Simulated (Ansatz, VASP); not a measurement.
## One calculation of SnO2, two programs

```
Sn O
1.0
    -2.14500    2.14500    5.49738
     2.14500   -2.14500    5.49738
     2.14500    2.14500   -5.49738
Sn O
2 4
Cartesian
  0.0000 2.1450 2.7487
  0.0000 0.0000 0.0000
  0.0000 0.0000 8.7628
  0.0000 2.1450 4.9807
  0.0000 0.0000 2.2320
  0.0000 2.1450 0.5167
```

Change from the starting cell: strain +0.080 along x and y, +0.080 along z, atoms carried along.

Alike in both runs: task single point; functional LDA; k mesh 10 × 10 × 10; occupations gaussian, width 0.05 eV; no spin polarisation.

```csv
,VASP,Ansatz
version,VASP 6.6.1,Ansatz 0.2.0
potentials or method,"VASP PAW LDA potentials, release 64 (Sn_d, O), cutoff 520 eV","scalar-relativistic, plane waves, PAW"
valence electrons in the cell,52,52
```

|  | VASP | Ansatz | Ansatz less VASP |
| --- | --- | --- | --- |
| gap on the k mesh at the Fermi level (eV) | none | none | - |
| pressure (GPa) | -24.1 | -24.4 | -0.25 |
| traceless stress, the component that is largest in VASP (GPa) | -3.46 | -3.58 | -0.124 |
| rms of the force components (eV/Å) | 0.462 | 0.470 | +0.0081 |

LDA's correlation is that of Perdew and Zunger in VASP and of Perdew and Wang (1992) in Ansatz. Atom by atom the forces differ by 0.008 eV/Å (rms over components). A gap of «none» marks a metal or a gap that the smearing closes.
